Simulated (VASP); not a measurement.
# LiF (P1) in VASP: a series of runs

Runs on LiF. Level: PBE. Tasks: single point.

Program: VASP 6.6.1. These are calculated values, not measurements. Logs are shortened: lines on timing, memory, paths and dates and some standing lists are left out, and cuts for length are marked.

### 1 The cell of the first run

The typed cell holds 4 atoms: a = 3.130 Å, b = 3.125 Å, c = 4.882 Å, α = 90.20°, β = 89.02°, γ = 119.73°.

### 2 Single point, PBE

INCAR

```
PREC = Accurate
ENCUT = 520
EDIFF = 1E-6
ISMEAR = 0
SIGMA = 0.05
LREAL = F
LASPH = T
NELM = 60
ALGO = Normal
ISIF = 2
LWAVE = F
LCHARG = F
GGA = PE
NBANDS = 18
```

KPOINTS

```
Automatic mesh
0
Gamma
  12 12 6
```

POSCAR

```
LiF
1.0
    3.1301725758      0.0089011105      0.0266350888
   -1.5573777001      2.7089137366     -0.0054866299
    0.0418039632      0.0141920509      4.8819163046
Li F
2 2
Direct
    0.3326883990      0.6607716790      0.3810940639
    0.6712850305      0.3361027710      0.8796944254
    0.3295462945      0.6674037742      0.9957055495
    0.6664802760      0.3357217757      0.4935019612
```

Potentials or basis: VASP PAW PBE potentials, release 64 (Li_sv, F).

Command:

```console
cat potpaw_PBE.64/Li_sv/POTCAR potpaw_PBE.64/F/POTCAR > POTCAR
mpirun -np 1 vasp_std > vasp.out
```

OUTCAR:

```text
PREC = Accurate
   ENCUT = 520
   EDIFF = 1E-6
   ISMEAR = 0
   LREAL = F
   LASPH = T
   NELM = 60
   ISIF = 2
   GGA = PE

 ion  position               nearest neighbor table
   1  0.333  0.661  0.381-   4 1.87   3 1.88   4 1.88   4 1.91
   2  0.671  0.336  0.880-   4 1.89   3 1.89   3 1.90   3 1.90
   3  0.330  0.667  0.996-   1 1.88   2 1.89   2 1.90   2 1.90
   4  0.666  0.336  0.494-   1 1.87   1 1.88   2 1.89   1 1.91

  LATTYP: Found a triclinic cell.
 ALAT       =     3.1302985500
 B/A-ratio  =     0.9982073531
 C/A-ratio  =     1.5596326789
 COS(alpha) =     0.0035034081
 COS(beta)  =     0.0170790482
 COS(gamma) =     0.4959404917

  Lattice vectors:

 A1 = (  -3.1301725758,  -0.0089011105,  -0.0266350888)
 A2 = (  -1.5573777001,   2.7089137366,  -0.0054866299)
 A3 = (  -0.0418039632,  -0.0141920509,  -4.8819163046)

Analysis of symmetry for initial positions (statically):
=====================================================================
 Subroutine PRICEL returns:
 Original cell was already a primitive cell.

 Routine SETGRP: Setting up the symmetry group for a
 triclinic supercell.

 Subroutine GETGRP returns: Found  1 space group operations
 (whereof  1 operations were pure point group operations)
 out of a pool of  2 trial point group operations.

The static configuration has the point symmetry C_1 .

Analysis of symmetry for dynamics (positions and initial velocities):
=====================================================================
 Subroutine PRICEL returns:
 Original cell was already a primitive cell.

 Routine SETGRP: Setting up the symmetry group for a
 triclinic supercell.

 Subroutine GETGRP returns: Found  1 space group operations
 (whereof  1 operations were pure point group operations)
 out of a pool of  2 trial point group operations.

The dynamic configuration has the point symmetry C_1 .

 Subroutine INISYM returns: Found  1 space group operations
 (whereof  1 operations are pure point group operations),
 and found     1 'primitive' translations

----------------------------------------------------------------------------------------

                                     Primitive cell

  volume of cell :      41.4599

  direct lattice vectors                    reciprocal lattice vectors
     3.130172576  0.008901111  0.026635089     0.318977524  0.183376298 -0.003264499
    -1.557377700  2.708913737 -0.005486630    -0.001038992  0.368552182 -0.001062508
     0.041803963  0.014192051  4.881916305    -0.001741467 -0.000586273  0.204854213

  length of vectors
     3.130298550  3.124687030  4.882115913     0.367945898  0.368555178  0.204862453

  position of ions in fractional coordinates (direct lattice)
     0.332688399  0.660771679  0.381094064
     0.671285031  0.336102771  0.879694425
     0.329546294  0.667403774  0.995705550
     0.666480276  0.335721776  0.493501961

  ion indices of the primitive-cell ions
   primitive index   ion index
                 1           1
                 2           2
                 3           3
                 4           4

----------------------------------------------------------------------------------------

 KPOINTS: Automatic mesh

Automatic generation of k-mesh.
 Grid dimensions read from file:
 generate k-points for:   12   12    6

 Generating k-lattice:

  Cartesian coordinates                     Fractional coordinates (reciprocal lattice)
     0.026581460  0.015281358 -0.000272042     0.083333333  0.000000000  0.000000000
    -0.000086583  0.030712682 -0.000088542     0.000000000  0.083333333  0.000000000
    -0.000290244 -0.000097712  0.034142369    -0.000000000 -0.000000000  0.166666667

  Length of vectors
     0.030662158  0.030712931  0.034143742

  Shift w.r.t. Gamma in fractional coordinates (k-lattice)
     0.000000000  0.000000000  0.000000000

 Subroutine IBZKPT returns following result:
 ===========================================

 Found    436 irreducible k-points:

 Following reciprocal coordinates:
            Coordinates               Weight
  0.000000  0.000000  0.000000      1.000000
  0.083333  0.000000 -0.000000      2.000000
  0.166667  0.000000 -0.000000      2.000000
  0.250000  0.000000 -0.000000      2.000000
  0.333333  0.000000 -0.000000      2.000000
  0.416667  0.000000 -0.000000      2.000000
[... 16 lines left out ...]
  0.250000  0.166667  0.000000      2.000000
  0.333333  0.166667 -0.000000      2.000000
 [... further k-points ...]
   k-points           NKPTS =    436   k-points in BZ     NKDIM =    436   number of bands    NBANDS=     18
   number of dos      NEDOS =    301   number of ions     NIONS =      4
   total plane-waves  NPLWV =  20736
   dimension x,y,z NGX =    24 NGY =   24 NGZ =   36
   dimension x,y,z NGXF=    48 NGYF=   48 NGZF=   72
   ions per type =               2   2
   NGX,Y,Z   is equivalent  to a cutoff of  12.75, 12.77, 12.26 a.u.
   NGXF,Y,Z  is equivalent  to a cutoff of  25.49, 25.54, 24.52 a.u.
 SYSTEM =  unknown system
   PREC   = accura    normal or accurate (medium, high low for compatibility)
   ISTART =      0    job   : 0-new  1-cont  2-samecut
   ICHARG =      2    charge: 1-file 2-atom 10-const
   ISPIN  =      1    spin polarized calculation?
   LNONCOLLINEAR =      F non collinear calculations
   LSORBIT =      F    spin-orbit coupling
   LASPH  =      T    aspherical Exc in radial PAW
   ENCUT  =  520.0 eV  38.22 Ry    6.18 a.u.   5.82  5.81  9.08*2*pi/ulx,y,z
   NELM   =     60;   NELMIN=  2; NELMDL= -5     # of ELM steps
   EDIFF  = 0.1E-05   stopping-criterion for ELM
   LREAL  =      F    real-space projection
   EDIFFG = 0.1E-04   stopping-criterion for IOM
   NSW    =      0    number of steps for IOM
   IBRION =     -1    ionic relax: 0-MD 1-quasi-New 2-CG
   NFREE  =      0    steps in history (QN), initial steepest desc. (CG)
   ISIF   =      2    stress and relaxation
   ISYM   =      2    0-nonsym 1-usesym 2-fastsym
   POTIM  = 0.5000    time-step for ionic-motion
   TEBEG  =    0.0;   TEEND  =   0.0 temperature during run
   PSTRESS=    0.0 pullay stress
   NELECT =      20.0000    total number of electrons
   NUPDOWN=      -1.0000    fix difference up-down
   EMIN   =  10.00;   EMAX   =-10.00  energy-range for DOS
   EFERMI =   0.00;   METHOD = LEGACY
   ISMEAR =     0;   SIGMA  =   0.05  broadening in eV -4-tet -1-fermi 0-gaus
   EFERMI_NEDOS =   21; number of points for ismear=-14 and -15
   IALGO  =     38    algorithm
   IMIX   =      4    mixing-type and parameters
     AMIX     =   0.40;   BMIX     =  1.00
     AMIX_MAG =   1.60;   BMIX_MAG =  1.00
  volume/ion in A,a.u.               =      10.36        69.95
  Fermi-wavevector in a.u.,A,eV,Ry     =   1.283932  2.426280 22.428966  1.648482
  Thomas-Fermi vector in A             =   2.416156
   LORBIT       =      0    0 simple, 1 ext, 2 COOP (PROOUT), +10 PAW based schemes
   GGA     = PE    functional components
   LHFCALC =     F    Hartree Fock is set to
   AEXX    =    0.0000 exact exchange contribution
   IVDW    =     0    specifies the selected vdW correction
   LEPSILON=     F    determine dielectric tensor
   LRPA    =     F    only Hartree local field effects (RPA)
 non-spin polarized calculation
 Gauss-broadening in eV      SIGMA  =   0.05
  energy-cutoff  :      520.00
  volume of cell :       41.46
 maximum number of plane-waves:      1130
   NGX = 11   NGY = 11   NGZ = 19

 number of electron      19.9999985 magnetization

 Free energy of the ion-electron system (eV)
  ---------------------------------------------------
  ext. energy  EPLUGINS =         0.00000000
  ---------------------------------------------------
  free energy    TOTEN  =       -19.29687759 eV

  energy without entropy =      -19.29687759  energy(sigma->0) =      -19.29687759

 E-fermi :  -2.3972     XC(G=0):  -8.6443

 val. band max:       -2.6586982464   @ k =   0.0000   0.0000   0.0000
 cond. band min:       4.9227321788   @ k =   0.0000   0.0000   0.0000
 fundamental gap:      7.5814304252
 Fermi energy:        -2.3972081840

 k-point     1 :       0.0000    0.0000    0.0000
  band No.  band energies     occupation
      1     -43.2251      2.00000
      2     -43.1821      2.00000
      3     -22.0314      2.00000
      4     -21.8117      2.00000
      5      -4.6951      2.00000
      6      -3.1287      2.00000
[... 10 lines left out ...]
     17      16.5939      0.00000
     18      17.4118      0.00000

 k-point     2 :       0.0833    0.0000   -0.0000
  band No.  band energies     occupation
      1     -43.2235      2.00000
      2     -43.1813      2.00000
      3     -22.0230      2.00000
      4     -21.8096      2.00000
      5      -4.6611      2.00000
      6      -3.1966      2.00000
[... 10 lines left out ...]
     17      16.6872      0.00000
     18      17.4140      0.00000

 k-point     3 :       0.1667    0.0000   -0.0000
  band No.  band energies     occupation
      1     -43.2191      2.00000
      2     -43.1792      2.00000
      3     -21.9994      2.00000
      4     -21.8046      2.00000
      5      -4.5666      2.00000
      6      -3.3997      2.00000
[... 10 lines left out ...]
     17      16.8292      0.00000
     18      17.0582      0.00000

 k-point     4 :       0.2500    0.0000   -0.0000
  band No.  band energies     occupation
      1     -43.2129      2.00000
      2     -43.1766      2.00000
      3     -21.9645      2.00000
      4     -21.7999      2.00000
      5      -4.4436      2.00000
      6      -3.6856      2.00000
[... 10 lines left out ...]
     17      16.7188      0.00000
     18      17.0378      0.00000

 k-point     5 :       0.3333    0.0000   -0.0000
  band No.  band energies     occupation
      1     -43.2065      2.00000
      2     -43.1741      2.00000
      3     -21.9255      2.00000
      4     -21.7988      2.00000
      5      -4.3976      2.00000
      6      -3.8682      2.00000
[... 10 lines left out ...]
     17      16.4747      0.00000
     18      17.2945      0.00000

 k-point     6 :       0.4167    0.0000   -0.0000
  band No.  band energies     occupation
      1     -43.2017      2.00000
      2     -43.1724      2.00000
      3     -21.8914      2.00000
      4     -21.8033      2.00000
      5      -4.4973      2.00000
      6      -3.8543      2.00000
[... 10 lines left out ...]
     17      16.2361      0.00000
     18      17.5344      0.00000

 k-point     7 :       0.5000    0.0000   -0.0000
  band No.  band energies     occupation
      1     -43.1999      2.00000
      2     -43.1718      2.00000
      3     -21.8758      2.00000
      4     -21.8074      2.00000
      5      -4.5566      2.00000
      6      -3.8535      2.00000
[... 10 lines left out ...]
     17      16.1292      0.00000
     18      17.6394      0.00000

 k-point     8 :      -0.0000    0.0833    0.0000
  band No.  band energies     occupation
      1     -43.2235      2.00000
      2     -43.1813      2.00000
      3     -22.0227      2.00000
      4     -21.8093      2.00000
      5      -4.6603      2.00000
      6      -3.1746      2.00000
[... 10 lines left out ...]
     17      16.6957      0.00000
     18      17.4215      0.00000
[... 229 lines left out ...]
     17      16.6677      0.00000
     18      17.4242      0.00000

 k-point    20 :      -0.0000    0.1667   -0.0000
  band No.  band energies     occupation
      1     -43.2192      2.00000
      2     -43.1793      2.00000
      3     -21.9979      2.00000
      4     -21.8035      2.00000
      5      -4.5636      2.00000
      6      -3.3826      2.00000
[... 10 lines left out ...]
     17      16.8293      0.00000
     18      17.0530      0.00000

 k-point    21 :       0.0833    0.1667   -0.0000
  band No.  band energies     occupation
      1     -43.2153      2.00000
      2     -43.1775      2.00000
      3     -21.9758      2.00000
      4     -21.7999      2.00000
      5      -4.4777      2.00000
      6      -3.5810      2.00000
[... 10 lines left out ...]
     17      16.9838      0.00000
     18      17.2328      0.00000

 k-point    22 :       0.1667    0.1667   -0.0000
  band No.  band energies     occupation
      1     -43.2099      2.00000
      2     -43.1753      2.00000
      3     -21.9438      2.00000
      4     -21.7970      2.00000
      5      -4.3508      2.00000
      6      -3.8995      2.00000
[... 10 lines left out ...]
     17      17.0752      0.00000
     18      17.7324      0.00000

 k-point    23 :       0.2500    0.1667    0.0000
  band No.  band energies     occupation
      1     -43.2043      2.00000
      2     -43.1732      2.00000
      3     -21.9081      2.00000
      4     -21.7978      2.00000
      5      -4.2907      2.00000
      6      -4.1120      2.00000
[... 10 lines left out ...]
     17      16.6547      0.00000
     18      17.6316      0.00000

 k-point    24 :       0.3333    0.1667   -0.0000
  band No.  band energies     occupation
      1     -43.2000      2.00000
      2     -43.1718      2.00000
      3     -21.8764      2.00000
      4     -21.8035      2.00000
      5      -4.4667      2.00000
      6      -3.9867      2.00000
[... 10 lines left out ...]
     17      16.1673      0.00000
     18      17.6859      0.00000

 [... further k-points ...]

------------------------ aborting loop because EDIFF is reached ----------------------------------------

  FORCE on cell =-STRESS in cart. coord.  units (eV):
  Direction    XX          YY          ZZ          XY          YZ          ZX
  --------------------------------------------------------------------------------------
  -------------------------------------------------------------------------------------
  Total       -0.0354062     -0.1841978      0.0750768     -0.0248822     -0.0650240     -0.0773464
  in kB       -1.3682378     -7.1181471      2.9012717     -0.9615505     -2.5127923     -2.9889798
  external PRESSURE =      -1.8617044 kB  Pullay stress =       0.0000000 kB

 VOLUME and BASIS-vectors are now :
 -----------------------------------------------------------------------------
  energy-cutoff  :      520.00
  volume of cell :       41.46
      direct lattice vectors                 reciprocal lattice vectors
     3.130172576  0.008901111  0.026635089     0.318977524  0.183376298 -0.003264499
    -1.557377700  2.708913737 -0.005486630    -0.001038992  0.368552182 -0.001062508
     0.041803963  0.014192051  4.881916305    -0.001741467 -0.000586273  0.204854213

 POSITION                                       TOTAL-FORCE (eV/Angst)
 -----------------------------------------------------------------------------------
      0.02823      1.79834      1.86571        -0.032582      0.084640      0.005117
      1.61457      0.92893      4.31063        -0.038749     -0.015825      0.062915
      0.03376      1.82500      4.86607         0.040552      0.009273     -0.083012
      1.58398      0.92238      2.42515         0.030780     -0.078088      0.014980
 -----------------------------------------------------------------------------------
    total drift:                               -0.000206      0.000730     -0.006003

  FREE ENERGIE OF THE ION-ELECTRON SYSTEM (eV)
  ---------------------------------------------------
  free  energy   TOTEN  =       -19.2968775864 eV

  energy  without entropy=      -19.2968775864  energy(sigma->0) =      -19.29687759
```

It took 1.9 min on 1 thread of Intel Xeon Platinum 8488C (Sapphire Rapids), shared host; peak memory 0.34 GiB.

Results:

```
Free energy            : -19.2969 eV
Largest force          : 0.093 eV/Å
Band gap on the k mesh : 7.58 eV
```

Forces in eV/Å, atoms in the order of the input:
```
Li  -0.033  0.085  0.005
Li  -0.039 -0.016  0.063
F    0.041  0.009 -0.083
F    0.031 -0.078  0.015
```

Caveat: the cutoff is under 1.25 times the usual one of these potentials, so pressure, stress and relaxed cells hold a basis-set (Pulay) error. A k mesh can miss the band edges.

(Part 1 of 2 ends here.)
